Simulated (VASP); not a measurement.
Here is a VASP 6.6.1 calculation.

INCAR

```
  PREC = Accurate
  ENCUT = 520
  EDIFF = 1E-6
  ISMEAR = -1
  SIGMA = 0.05
  LREAL = False
  LASPH = True
  NELM = 80
  ALGO = Normal
  ISIF = 2
  LWAVE = False
  LCHARG = False
  GGA = PS
  NBANDS = 21
```

The input KPOINTS:

```
regular mesh
0
Gamma
  7 7 7
```

Contents of POSCAR:

```
Pb
1.0
    0.0000000000      3.3925213842      3.3925213842
    3.3925213842      0.0000000000      3.3925213842
    3.3925213842      3.3925213842      0.0000000000
Pb
2
Direct
    0.2500000000      0.2500000000      0.2500000000
    0.0000000000      0.0000000000      0.0000000000
```

Potentials or basis: VASP PAW PBE potentials, release 64 (Pb_d).

Command:

```sh
$ cat potpaw_PBE.64/Pb_d/POTCAR > POTCAR
$ mpirun -np 1 vasp_std > vasp.out
```

**Question.** Estimate the band gap on the k mesh.

**Answer.** Zero (bands 14 and 15 overlap by 1.18 eV).

**Question.** Predict the pressure.

**Answer.** 1.9 GPa.

Caveat: the PAW data sets were made with another functional, which shifts forces and pressure a little; spin-orbit coupling is left out, which moves the levels of the heavy elements.
